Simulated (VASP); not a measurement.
A run of VASP 6.6.1 is set up as follows.

The input INCAR:

```
PREC = Accurate
ENCUT = 600
EDIFF = 1E-6
ISMEAR = 0
SIGMA = 0.1
LREAL = F
LASPH = T
NELM = 100
ALGO = Normal
ISIF = 3
LWAVE = F
LCHARG = F
GGA = PE
IBRION = 2
NSW = 90
EDIFFG = -0.04
```

Contents of KPOINTS:

```
Automatic mesh
0
Gamma
  4 4 4
```

The input POSCAR:

```
Sn3GeSe
1.0
    4.9754073300      0.0000000000      0.0000000000
    0.0000000000      4.9754073300      0.0000000000
    0.0000000000      0.0000000000      5.5454612300
Sn Ge Se
3 1 1
Direct
    0.0000000000      0.0000000000      0.9330971900
    0.5000000000      0.0000000000      0.7382687500
    0.0000000000      0.5000000000      0.7382687500
    0.5000000000      0.5000000000      0.3383879900
    0.5000000000      0.5000000000      0.9576786100
```

Potentials or basis: VASP PAW PBE potentials, release 64 (Sn_d, Ge_d, Se).

The run is started by

```console
$ cat potpaw_PBE.64/Sn_d/POTCAR potpaw_PBE.64/Ge_d/POTCAR potpaw_PBE.64/Se/POTCAR > POTCAR
$ mpirun -np 1 vasp_std > vasp.out
```

(1) Estimate the band gap on the k mesh.

(2) Predict the space group after relaxing (to 0.1 Å).

Results:

(1) zero (bands 31 and 32 overlap by 1.42 eV).

(2) P4mm (No. 99).

Caveat: spin-orbit coupling is left out, which moves the levels of the heavy elements.
